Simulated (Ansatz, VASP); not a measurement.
One calculation of LuGe2Os3, two programs

File POSCAR:

```
LuGe2Os3
1.0
    5.9867670000      0.0000000000      0.0000000000
   -2.9933830000      5.1846930000      0.0000000000
    0.0000000000      0.0000000000      3.3626860000
Ge Os Lu
2 3 1
Direct
    0.3333000000      0.6667000000      0.0000000000
    0.6666000000      0.3333000000      0.0000000000
    0.5000000000      0.0000000000      0.5000000000
    0.5000000000      0.5000000000      0.5000000000
    0.0000000000      0.5000000000      0.5000000000
    0.0000000000      0.0000000000      0.0000000000
```

INCAR.step1

```
PREC = Accurate
ENCUT = 520
ISMEAR = -1
SIGMA = 0.1052
LREAL = F
LASPH = T
NELM = 80
NBANDS = 48
GGA = PE
ALGO = Normal
EDIFF = 1E-4
LWAVE = T
LCHARG = F
```

File INCAR.step2:

```
PREC = Accurate
ENCUT = 520
EDIFF = 1E-6
ISMEAR = -1
SIGMA = 0.1052
LREAL = F
LASPH = T
NELM = 80
ALGO = Normal
ISIF = 2
LWAVE = F
LCHARG = T
METAGGA = R2SCAN
LMIXTAU = T
LELF = T
LVHAR = T
NBANDS = 48
ISTART = 1
```

Contents of KPOINTS:

```
Automatic mesh
0
Gamma
  7 7 10
```

Input for Ansatz:

```yaml
crystal:
  lattice:
    - [5.986767, 0.0, 0.0]
    - [-2.993383, 5.184693, 0.0]
    - [0.0, 0.0, 3.362686]
  atoms:
    - { symbol: Ge, position: [0.3333, 0.6667, 0.0] }
    - { symbol: Ge, position: [0.6666, 0.3333, 0.0] }
    - { symbol: Os, position: [0.5, 0.0, 0.5] }
    - { symbol: Os, position: [0.5, 0.5, 0.5] }
    - { symbol: Os, position: [0.0, 0.5, 0.5] }
    - { symbol: Lu, position: [0.0, 0.0, 0.0] }
  symmetry: { tolerance: 0.0003 }
kpoints:
  mp_grid: { grid: [7, 7, 10], shift: [0, 0, 0] }
  band_path:
    path:
      - [0.0, 0.0, 0.0]
      - [0.49999997, 3.0e-08, 0.0]
      - [0.33333332, 0.33333338, 0.0]
      - [0.0, 0.0, 0.0]
      - [0.0, 0.0, 0.5]
      - [0.49999997, 3.0e-08, 0.5]
      - [0.33333332, 0.33333338, 0.5]
      - [0.0, 0.0, 0.5]
      - [0.49999997, 3.0e-08, 0.5]
      - [0.49999997, 3.0e-08, 0.0]
      - [0.33333332, 0.33333338, 0.5]
    npoints: 6
magnetization:
  spin_polarized: false
scf:
  occupations: { method: fermi_dirac, width: 0.1052 }
  lower_state_search: "off"
  max_iter: 200
hamiltonian:
  pseudopotentials: { kind: paw }
  xc: r2scan
basis:
  ecutwfc: 500
  fft_grid_basis: typed
output:
  forces: true
  stress: true
  eigenvalues: true
  bader: true
  populations: true
  elf: true
  write_potential: true
  volumetric_format: npy
  dos:
    e_range: [-12, 8]
    de: 0.05
    projected: { site_lists: { Ge: [Ge], Lu: [Lu], Os: [Os] } }
checkpoint:
  read: saved_state
```

Alike in both runs: task single point; functional r2SCAN; k mesh 7 × 7 × 10; occupations fermi-dirac, width 0.1052 eV; no spin polarisation.

|  | VASP | Ansatz |
| --- | --- | --- |
| version | VASP 6.6.1 | Ansatz 0.2.0 |
| potentials or method | VASP PAW PBE potentials, release 64 (Ge_d, Os, Lu), cutoff 520 eV | PAW plane waves |
| valence electrons in the cell | 77 | 101 |

```tsv
	VASP	Ansatz	Ansatz less VASP
pressure (GPa)	0.9	0.2	-0.70
traceless stress, the component that is largest in VASP (GPa)	10.49	10.34	-0.149
```

VASP's potentials were made for PBE, not for r2SCAN. The functional is the same, so the differences come from potentials, cutoffs and numerics. VASP's potentials hold 77 valence electrons a cell and Ansatz's 101, so a difference there can come from the potentials and not from the codes. Ansatz's warnings: structure snapped to symmetry.

Spin-orbit coupling is off throughout.
